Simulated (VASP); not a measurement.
# BP in VASP: further runs

BP is run at these levels: PBEsol; tasks: single point.

All numbers are computed with VASP 6.6.1; they aren't measurements. Logs are shortened: lines on timing, memory, paths and dates and some standing lists are left out, and cuts for length are marked.

## Step 1: The cell of the first run

The cell holds a sheet with vacuum, 2 atoms: a = 3.200 Å, b = 3.200 Å, c = 14.000 Å, α = 90.00°, β = 90.00°, γ = 120.00°.

## Step 2: Single point, PBEsol

File INCAR:

```
SYSTEM = BP
PREC = Accurate ; ENCUT = 420
EDIFF = 1E-6 ; ISMEAR = 0
SIGMA = 0.03 ; LREAL = .False.
LASPH = .True. ; NELM = 120
ALGO = Normal ; ISIF = 2
LWAVE = .False. ; LCHARG = .True.
LDIPOL = .True. ; IDIPOL = 3
DIPOL = 0.5 0.5 0.500 ; GGA = PS
LELF = .True. ; LVHAR = .True.
LVACPOTAV = .True. ; NBANDS = 11
GGA_COMPAT = .False. ; NELMDL = -8
```

File KPOINTS:

```
Automatic mesh
0
Gamma
  12 12 1
  0 0 0
```

File POSCAR:

```
BP
1.0
    3.2000000000      0.0000000000      0.0000000000
   -1.6000000000      2.7712812921      0.0000000000
    0.0000000000      0.0000000000     14.0000000000
B P
1 1
Direct
    0.3333330000      0.6666670000      0.5000000000
    0.6666670000      0.3333330000      0.5000000000
```

Potentials or basis: VASP PAW PBE potentials, release 64 (B, P).

Launch:

```bash
> cat potpaw_PBE.64/B/POTCAR potpaw_PBE.64/P/POTCAR > POTCAR
> mpirun -np 1 vasp_std > vasp.out
```

OUTCAR:

```text
SYSTEM = BP
   PREC = Accurate
   ENCUT = 420
   EDIFF = 1E-6
   ISMEAR = 0
   LREAL = .False.
   LASPH = .True.
   NELM = 120
   ISIF = 2
   GGA = PS
   NELMDL = -8

 ion  position               nearest neighbor table
   1  0.333  0.667  0.500-   2 1.85   2 1.85   2 1.85
   2  0.667  0.333  0.500-   1 1.85   1 1.85   1 1.85

  LATTYP: Found a hexagonal cell.
 ALAT       =     3.2000000000
 C/A-ratio  =     4.3750000000

  Lattice vectors:

 A1 = (   3.2000000000,   0.0000000000,   0.0000000000)
 A2 = (  -1.6000000000,   2.7712812921,   0.0000000000)
 A3 = (   0.0000000000,   0.0000000000,  14.0000000000)

Analysis of symmetry for initial positions (statically):
=====================================================================
 Subroutine PRICEL returns:
 Original cell was already a primitive cell.

 Routine SETGRP: Setting up the symmetry group for a
 hexagonal supercell.

 Subroutine GETGRP returns: Found 12 space group operations
 (whereof 12 operations were pure point group operations)
 out of a pool of 24 trial point group operations.

The static configuration has the point symmetry D_3h.

Analysis of symmetry for dynamics (positions and initial velocities):
=====================================================================
 Subroutine PRICEL returns:
 Original cell was already a primitive cell.

 Routine SETGRP: Setting up the symmetry group for a
 hexagonal supercell.

 Subroutine GETGRP returns: Found 12 space group operations
 (whereof 12 operations were pure point group operations)
 out of a pool of 24 trial point group operations.

The dynamic configuration has the point symmetry D_3h.

 Subroutine INISYM returns: Found 12 space group operations
 (whereof 12 operations are pure point group operations),
 and found     1 'primitive' translations

----------------------------------------------------------------------------------------

                                     Primitive cell

  volume of cell :     124.1534

  direct lattice vectors                    reciprocal lattice vectors
     3.200000000  0.000000000  0.000000000     0.312500000  0.180421959  0.000000000
    -1.600000000  2.771281292  0.000000000     0.000000000  0.360843918  0.000000000
     0.000000000  0.000000000 14.000000000     0.000000000  0.000000000  0.071428571

  length of vectors
     3.200000000  3.200000000 14.000000000     0.360843918  0.360843918  0.071428571

  position of ions in fractional coordinates (direct lattice)
     0.333333000  0.666667000  0.500000000
     0.666667000  0.333333000  0.500000000

  ion indices of the primitive-cell ions
   primitive index   ion index
                 1           1
                 2           2

----------------------------------------------------------------------------------------

 KPOINTS: Automatic mesh

Automatic generation of k-mesh.
 Grid dimensions read from file:
 generate k-points for:   12   12    1

 Generating k-lattice:

  Cartesian coordinates                     Fractional coordinates (reciprocal lattice)
     0.026041667  0.015035163  0.000000000     0.083333333  0.000000000  0.000000000
     0.000000000  0.030070327  0.000000000     0.000000000  0.083333333  0.000000000
     0.000000000  0.000000000  0.071428571     0.000000000  0.000000000  1.000000000

  Length of vectors
     0.030070327  0.030070327  0.071428571

  Shift w.r.t. Gamma in fractional coordinates (k-lattice)
     0.000000000  0.000000000  0.000000000

 Subroutine IBZKPT returns following result:
 ===========================================

 Found     19 irreducible k-points:

 Following reciprocal coordinates:
            Coordinates               Weight
  0.000000  0.000000  0.000000      1.000000
  0.083333  0.000000  0.000000      6.000000
  0.166667  0.000000  0.000000      6.000000
  0.250000  0.000000  0.000000      6.000000
  0.333333  0.000000  0.000000      6.000000
  0.416667  0.000000  0.000000      6.000000
[... 11 lines left out ...]
  0.333333  0.250000  0.000000     12.000000
  0.333333  0.333333  0.000000      2.000000
   k-points           NKPTS =     19   k-points in BZ     NKDIM =     19   number of bands    NBANDS=     11
   number of dos      NEDOS =    301   number of ions     NIONS =      2
   total plane-waves  NPLWV =  55296
   dimension x,y,z NGX =    24 NGY =   24 NGZ =   96
   dimension x,y,z NGXF=    48 NGYF=   48 NGZF=  192
   ions per type =               1   1
   NGX,Y,Z   is equivalent  to a cutoff of  12.47, 12.47, 11.40 a.u.
   NGXF,Y,Z  is equivalent  to a cutoff of  24.94, 24.94, 22.80 a.u.
 SYSTEM =  BP
   PREC   = accura    normal or accurate (medium, high low for compatibility)
   ISTART =      0    job   : 0-new  1-cont  2-samecut
   ICHARG =      2    charge: 1-file 2-atom 10-const
   ISPIN  =      1    spin polarized calculation?
   LNONCOLLINEAR =      F non collinear calculations
   LSORBIT =      F    spin-orbit coupling
   LASPH  =      T    aspherical Exc in radial PAW
   ENCUT  =  420.0 eV  30.87 Ry    5.56 a.u.   5.35  5.35 23.39*2*pi/ulx,y,z
   NELM   =    120;   NELMIN=  2; NELMDL= -8     # of ELM steps
   EDIFF  = 0.1E-05   stopping-criterion for ELM
   LREAL  =      F    real-space projection
   EDIFFG = 0.1E-04   stopping-criterion for IOM
   NSW    =      0    number of steps for IOM
   IBRION =     -1    ionic relax: 0-MD 1-quasi-New 2-CG
   NFREE  =      0    steps in history (QN), initial steepest desc. (CG)
   ISIF   =      2    stress and relaxation
   ISYM   =      2    0-nonsym 1-usesym 2-fastsym
   POTIM  = 0.5000    time-step for ionic-motion
   TEBEG  =    0.0;   TEEND  =   0.0 temperature during run
   PSTRESS=    0.0 pullay stress
   NELECT =       8.0000    total number of electrons
   NUPDOWN=      -1.0000    fix difference up-down
   EMIN   =  10.00;   EMAX   =-10.00  energy-range for DOS
   EFERMI =   0.00;   METHOD = LEGACY
   ISMEAR =     0;   SIGMA  =   0.03  broadening in eV -4-tet -1-fermi 0-gaus
   EFERMI_NEDOS =   21; number of points for ismear=-14 and -15
   IALGO  =     38    algorithm
   IMIX   =      4    mixing-type and parameters
     AMIX     =   0.40;   BMIX     =  1.00
     AMIX_MAG =   1.60;   BMIX_MAG =  1.00
  volume/ion in A,a.u.               =      62.08       418.91
  Fermi-wavevector in a.u.,A,eV,Ry     =   0.656325  1.240273  5.860871  0.430762
  Thomas-Fermi vector in A             =   1.727481
   LORBIT       =      0    0 simple, 1 ext, 2 COOP (PROOUT), +10 PAW based schemes
   GGA     = PS    functional components
   LHFCALC =     F    Hartree Fock is set to
   AEXX    =    0.0000 exact exchange contribution
   IVDW    =     0    specifies the selected vdW correction
   LEPSILON=     F    determine dielectric tensor
   LRPA    =     F    only Hartree local field effects (RPA)
 non-spin polarized calculation
 Gauss-broadening in eV      SIGMA  =   0.03
  energy-cutoff  :      420.00
  volume of cell :      124.15
 maximum number of plane-waves:      2447
 NGX is ok and might be reduce to    24
   NGX = 11   NGY = 11   NGZ = 47

 dipolmoment           0.000000      0.000000     -0.000000 electrons x Angstroem

 number of electron       7.9999999 magnetization

 dipolmoment           0.000000      0.000000      0.000000 electrons x Angstroem

 Free energy of the ion-electron system (eV)
  ---------------------------------------------------
  ext. energy  EPLUGINS =         0.00000000
  ---------------------------------------------------
  free energy    TOTEN  =       -12.71112606 eV

  energy without entropy =      -12.71112606  energy(sigma->0) =      -12.71112606

 E-fermi :  -2.6702     XC(G=0):  -3.0388

 val. band max:       -2.8526771717   @ k =   0.3333   0.3333   0.0000
 cond. band min:      -1.9830709075   @ k =   0.3333   0.3333   0.0000
 fundamental gap:      0.8696062642
 Fermi energy:        -2.6702464270

 k-point     1 :       0.0000    0.0000    0.0000
  band No.  band energies     occupation
      1     -16.5816      2.00000
      2      -7.0704      2.00000
      3      -4.4636      2.00000
      4      -4.4635      2.00000
      5       0.9631      0.00000
      6       1.8203      0.00000
      7       1.8204      0.00000
      8       2.3261      0.00000
      9       2.6552      0.00000
     10       3.1097      0.00000
     11       5.2575      0.00000

 k-point     2 :       0.0833    0.0000    0.0000
  band No.  band energies     occupation
      1     -16.4749      2.00000
      2      -6.9545      2.00000
      3      -5.0030      2.00000
      4      -4.6730      2.00000
      5       1.0796      0.00000
      6       1.6370      0.00000
      7       2.2584      0.00000
      8       2.4578      0.00000
      9       2.8597      0.00000
     10       3.5673      0.00000
     11       5.2222      0.00000

 k-point     3 :       0.1667    0.0000    0.0000
  band No.  band energies     occupation
      1     -16.1577      2.00000
      2      -6.6094      2.00000
      3      -6.2751      2.00000
      4      -5.1553      2.00000
      5       1.1221      0.00000
      6       1.5585      0.00000
      7       2.8484      0.00000
      8       3.2903      0.00000
      9       3.4209      0.00000
     10       3.9489      0.00000
     11       4.7103      0.00000

 k-point     4 :       0.2500    0.0000    0.0000
  band No.  band energies     occupation
      1     -15.6406      2.00000
      2      -7.7992      2.00000
      3      -6.0451      2.00000
      4      -5.6811      2.00000
      5       0.6962      0.00000
      6       2.1666      0.00000
      7       2.3009      0.00000
      8       3.5248      0.00000
      9       3.9619      0.00000
     10       5.0593      0.00000
     11       5.9650      0.00000

 k-point     5 :       0.3333    0.0000    0.0000
  band No.  band energies     occupation
      1     -14.9522      2.00000
      2      -9.3041      2.00000
      3      -6.1141      2.00000
      4      -5.2892      2.00000
      5       0.3186      0.00000
      6       0.6855      0.00000
      7       3.0506      0.00000
      8       4.4297      0.00000
      9       4.8875      0.00000
     10       6.9317      0.00000
     11       6.9814      0.00000
[... 141 lines left out ...]
 k-point    16 :       0.4167    0.1667    0.0000
  band No.  band energies     occupation
      1     -13.5013      2.00000
      2     -10.9889      2.00000
      3      -7.8765      2.00000
      4      -3.5852      2.00000
      5      -1.4879      0.00000
      6       2.0103      0.00000
      7       4.6560      0.00000
      8       5.2617      0.00000
      9       6.3393      0.00000
     10       7.4890      0.00000
     11       7.6924      0.00000

 k-point    17 :       0.2500    0.2500    0.0000
  band No.  band energies     occupation
      1     -13.9694      2.00000
      2     -10.0263      2.00000
      3      -8.2770      2.00000
      4      -4.1647      2.00000
      5      -0.6016      0.00000
      6       3.3342      0.00000
      7       4.3018      0.00000
      8       4.3251      0.00000
      9       5.0875      0.00000
     10       6.1801      0.00000
     11       6.3978      0.00000

 k-point    18 :       0.3333    0.2500    0.0000
  band No.  band energies     occupation
      1     -13.3598      2.00000
      2     -10.6825      2.00000
      3      -8.7473      2.00000
      4      -3.3619      2.00000
      5      -1.5166      0.00000
      6       3.6595      0.00000
      7       3.8211      0.00000
      8       5.2278      0.00000
      9       6.3146      0.00000
     10       7.4068      0.00000
     11       7.6366      0.00000

 k-point    19 :       0.3333    0.3333    0.0000
  band No.  band energies     occupation
      1     -13.0989      2.00000
      2     -10.7417      2.00000
      3      -9.1957      2.00000
      4      -2.8527      2.00000
      5      -1.9831      0.00000
      6       3.4531      0.00000
      7       4.5167      0.00000
      8       5.6115      0.00000
      9       6.8316      0.00000
     10       7.8822      0.00000
     11       7.9769      0.00000

------------------------ aborting loop because EDIFF is reached ----------------------------------------

  FORCE on cell =-STRESS in cart. coord.  units (eV):
  Direction    XX          YY          ZZ          XY          YZ          ZX
  --------------------------------------------------------------------------------------
  -------------------------------------------------------------------------------------
  Total        0.0323170      0.0323170     -0.0037252      0.0000000     -0.0000000     -0.0000000
  in kB        0.4170455      0.4170455     -0.0480734      0.0000000     -0.0000000     -0.0000000
  external PRESSURE =       0.2620058 kB  Pullay stress =       0.0000000 kB

 VOLUME and BASIS-vectors are now :
 -----------------------------------------------------------------------------
  energy-cutoff  :      420.00
  volume of cell :      124.15
      direct lattice vectors                 reciprocal lattice vectors
     3.200000000  0.000000000  0.000000000     0.312500000  0.180421959  0.000000000
    -1.600000000  2.771281292  0.000000000     0.000000000  0.360843918  0.000000000
     0.000000000  0.000000000 14.000000000     0.000000000  0.000000000  0.071428571

 POSITION                                       TOTAL-FORCE (eV/Angst)
 -----------------------------------------------------------------------------------
     -0.00000      1.84752      7.00000         0.000000     -0.000000      0.000000
      1.60000      0.92376      7.00000        -0.000000      0.000000      0.000000
 -----------------------------------------------------------------------------------
    total drift:                               -0.000145      0.000084      0.000000

  FREE ENERGIE OF THE ION-ELECTRON SYSTEM (eV)
  ---------------------------------------------------
  free  energy   TOTEN  =       -12.7111260612 eV

  energy  without entropy=      -12.7111260612  energy(sigma->0) =      -12.71112606

 vacuum level on the upper side and lower side of the slab         2.312         2.312
```

Wall time 56 s (1 thread of Intel Xeon 8259CL, shared host); peak memory 0.22 GiB.

Results:

| Quantity | Value |
| --- | --- |
| Free energy | -12.7111 eV |
| Band gap on the k mesh | 0.87 eV |

Levels at points of the mesh, in eV from the valence-band top:
```tsv
k point	band 2	band 3	band 4	band 5	band 6	band 7
(0.00, 0.00, 0.00)	-4.22	-1.61	-1.61	3.82	4.67	4.67
(0.50, 0.00, 0.00)	-8.35	-3.63	-1.08	1.44	2.84	7.91
```

Caveat: the PAW data sets were made with another functional, which shifts forces and pressure a little.

## Step 3: Single point, PBEsol

This run uses another cell than the first one.

File INCAR:

```
PREC = Accurate
ENCUT = 420
EDIFF = 1E-6
ISMEAR = 0
SIGMA = 0.03
LREAL = False
LASPH = True
NELM = 120
ALGO = Normal
ISIF = 2
LWAVE = False
LCHARG = False
LDIPOL = True
IDIPOL = 3
DIPOL = 0.5 0.5 0.294
GGA = PS
NBANDS = 11
GGA_COMPAT = False
NELMDL = -8
```

File KPOINTS:

```
regular mesh
0
Gamma
  12 12 1
```

File POSCAR:

```
BP
1.0
    3.2001617646      0.0000000000      0.0000000000
   -1.6000808823      2.7714213844      0.0000000000
    0.0000000000      0.0000000000     23.8000000000
B P
1 1
Direct
    0.3333333333      0.6666666667      0.2941176471
    0.6666666667      0.3333333333      0.2941176471
```

Potentials or basis: VASP PAW PBE potentials, release 64 (B, P).

Launch:

```bash
> cat potpaw_PBE.64/B/POTCAR potpaw_PBE.64/P/POTCAR > POTCAR
> mpirun -np 1 vasp_std > vasp.out
```

Run time: 89 s. Hardware: 1 thread of Intel Xeon 8259CL, shared host; peak memory 0.29 GiB.

Results (log left out):

```
Free energy            : -12.7113 eV
Band gap on the k mesh : 0.87 eV
```

Levels at points of the mesh, in eV from the valence-band top:
```
           k point  band 1  band 2  band 3  band 4  band 5  band 6  band 7  band 8
(0.00, 0.00, 0.00)  -13.73   -4.22   -1.61   -1.61    3.83    4.67    4.67    4.98
(0.50, 0.00, 0.00)  -10.90   -8.35   -3.63   -1.08    1.44    2.84    7.91    8.89
```

Caveat: the PAW data sets were made with another functional, which shifts forces and pressure a little.
